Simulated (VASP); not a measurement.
Runs of VASP 6.6.1 on Cu. The structure is tetragonal, space group I4/mmm (No. 139). The conventional cell has a = 2.886 Å, b = 2.886 Å, c = 2.752 Å, α = 90.00°, β = 90.00°, γ = 90.00°. Within 3.2 Å of Cu (site symmetry 4/mmm) lie 14 Cu at 2.46 to 2.89 Å. 

```csv
k mesh,gap on the mesh (eV),pressure (GPa)
6 × 6 × 6,none,(a)
4 × 4 × 4,none,-3.6
8 × 8 × 8,none,-2.8
11 × 11 × 11,none,-2.9
```

Alike in all rows: task single point; level r2SCAN+D3(BJ); potentials or basis VASP PAW PBE potentials, release 64 (Cu); no spin polarisation; cell as given; cutoff (eV) 520; smearing fermi-dirac 0.1 eV.

Problem. Fill in the values left out.

Solution. (a) -2.6.

Caveats: some runs use coarse meshes; the PAW data sets were made with another functional, which shifts forces and pressure a little; pairwise dispersion overbinds metals, which lowers pressure and volume.

A gap of «none» marks levels without a gap at the run's occupations.
